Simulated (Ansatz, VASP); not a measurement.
# Rh in VASP and in Ansatz

The input INCAR:

```
ALGO     = Normal         # electronic algorithm
EDIFF    = 1E-6           # SCF threshold, eV
ENCUT    = 530            # plane-wave cutoff, eV
GGA      = PE             # functional
GGA_COMPAT= False        
ISIF     = 2              # what is computed and relaxed
ISMEAR   = -1             # smearing method
LASPH    = True           # aspherical terms in the spheres
LCHARG   = False          # write CHGCAR
LREAL    = False          # projectors in reciprocal space
LWAVE    = False          # write WAVECAR
NBANDS   = 14             # bands
NELM     = 120            # most SCF steps
PREC     = Accurate       # precision mode
SIGMA    = 0.1            # smearing width, eV
```

The input KPOINTS:

```
k-points
0
Gamma
  17 17 15
```

Contents of POSCAR:

```
Rh
1.0
    2.2391282396      0.0000000000      0.0000000000
   -1.1195641198      1.9391419378      0.0000000000
    0.0000000000      0.0000000000      2.1213506196
Rh
1
Direct
    0.0000000000      0.0000000000      0.0000000000
```

Input for Ansatz:

```yaml
crystal:
  lattice:
    - [2.2391282396, 0.0, 0.0]
    - [-1.1195641198, 1.9391419378, 0.0]
    - [0.0, 0.0, 2.1213506196]
  atoms:
    - { symbol: Rh, position: [0.0, 0.0, 0.0] }
kpoints:
  mp_grid: { grid: [17, 17, 15] }
scf:
  occupations: { method: fermi_dirac, width: 0.1 }
hamiltonian:
  xc: pbe
  pseudopotentials: { kind: paw }
output:
  forces: true
  stress: true
  eigenvalues: true
  populations: true
  write_density: true
  write_potential: true
  elf: true
  volumetric_format: npy
```

Change from the starting cell: volume scaled by 0.6, PAW files.

Alike in both runs: task single point; functional PBE; k mesh 17 × 17 × 15; occupations fermi-dirac, width 0.1 eV; no spin polarisation.

|  | VASP | Ansatz |
| --- | --- | --- |
| version | VASP 6.6.1 | Ansatz 0.2.0 |
| potentials or method | VASP PAW PBE potentials, release 64 (Rh_sv_GW) | PAW with Ansatz's default frozen-core files, scalar-relativistic |
| plane-wave cutoff (eV) | 530 | 420 |
| valence electrons in the cell | 17 | 17 |

VASP gave:

* pressure (GPa): 367.8
* traceless stress, the component that is largest in VASP (GPa): -0.31

What did Ansatz give for the same quantities?

Pressure (GPa): 371.1; traceless stress, the component that is largest in VASP (GPa): -0.23.

Both programs put the cell under a high pressure, so it lies far from rest at this level.

Noted on VASP's run: the cell as given lies far from equilibrium.
